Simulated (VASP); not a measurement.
**CuO: single point with PBE**

The system is CuO.

```
CELL_PARAMETERS angstrom
3.35219 0.00000 0.00000
0.00000 3.35219 0.00000
0.00000 0.00000 4.17349
ATOMIC_POSITIONS crystal
Cu 0.00000 0.50000 0.00000
Cu 0.50000 0.00000 0.50000
O 0.00000 0.00000 0.25000
O 0.00000 0.00000 0.75000
```

```yaml
Program: VASP 6.6.1
Task: single point
Functional: PBE
Potentials_or_basis: VASP PAW PBE potentials, release 64 (Cu, O)
Cutoff: 520 eV
k_mesh: 8 × 8 × 6
Occupations: fermi-dirac, width 0.05 eV
Spin: no spin polarisation
Dipole_correction: no
Further_INCAR_settings: ALGO = Normal; EDIFF = 1e-06; NBANDS = 25
```

```json
{
 "Pressure": "5.9 GPa",
 "Band gap on the k mesh": "zero (bands 17 and 18 overlap by 1.88 eV)"
}
```

Stress tensor (GPa, compression positive):
```
-7.83  0.00  0.00
 0.00 -7.83  0.00
 0.00  0.00 33.42
```

Levels at points of the mesh, in eV from the Fermi level:
```
           k point  band 14  band 15  band 16  band 17  band 18  band 19  band 20  band 21
(0.00, 0.00, 0.00)    -2.42    -1.35     0.45     0.57     0.71     0.71     6.20     7.58
(0.50, 0.00, 0.00)    -1.95    -1.88    -1.88     0.59     1.02     3.83     4.29     6.59
(0.50, 0.50, 0.00)    -2.25    -1.88    -1.61    -1.61     0.52     1.41     8.31     8.31
(0.00, 0.00, 0.50)    -2.06    -1.76    -1.76    -0.06    -0.06     2.29     2.29    10.03
(0.50, 0.00, 0.50)    -2.33    -1.99    -1.92    -0.74     0.46     3.85     5.31     6.14
(0.50, 0.50, 0.50)    -1.93    -1.73    -1.73    -1.19    -1.19     3.43     3.43     8.82
```

Wall time 84 s on 1 thread of Intel Xeon 8259CL, with other jobs on the host, peak memory 0.2 GiB.

Caveat: the stress differs along the axes, from -8 to 33 GPa; semilocal functionals often make such compounds metallic where correlation or magnetic order opens a gap, which also shifts bond lengths. With open d or f shells a metallic result of PBE can be an artefact of self-interaction; +U or a hybrid may open a gap.
